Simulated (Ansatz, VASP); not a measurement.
**Two plane-wave programs on BaTiO3**

```
CELL_PARAMETERS angstrom
3.98333 0.00000 0.00000
0.00000 2.86259 2.87534
0.00000 -2.86259 2.87534
ATOMIC_POSITIONS crystal
Ba 0.00000 0.00341 0.00341
Ti 0.50000 0.51850 0.51850
O 0.50000 0.97843 0.49135
O 0.50000 0.49135 0.97843
O 0.00000 0.48821 0.48821
```

Alike in both runs: task relaxation of cell and atoms; functional PBE; k mesh 8 × 8 × 8; occupations gaussian, width 0.02 eV; no spin polarisation.

|  | VASP | Ansatz |
| --- | --- | --- |
| version | VASP 6.6.1 | Ansatz 0.2.0 |
| potentials or method | VASP PAW PBE potentials, release 64 (Ba_sv, Ti_sv, O), cutoff 600 eV | scalar-relativistic, plane waves, PAW |
| valence electrons in the cell | 40 | 40 |

Ansatz gave:

| Property | Result |
| --- | --- |
| gap on the k mesh at the Fermi level, each at its own relaxed structure (eV) | 2.39 |
| relaxed volume (Å³/atom) | 13.40 |
| relaxed length of the cell vector where the two differ most in proportion (Å) | 4.106 |

Estimate VASP's values.

gap on the k mesh at the Fermi level, each at its own relaxed structure (eV): 2.34; relaxed volume (Å³/atom): 13.53; relaxed length of the cell vector where the two differ most in proportion (Å): 4.121.

Spin-orbit coupling is off throughout.
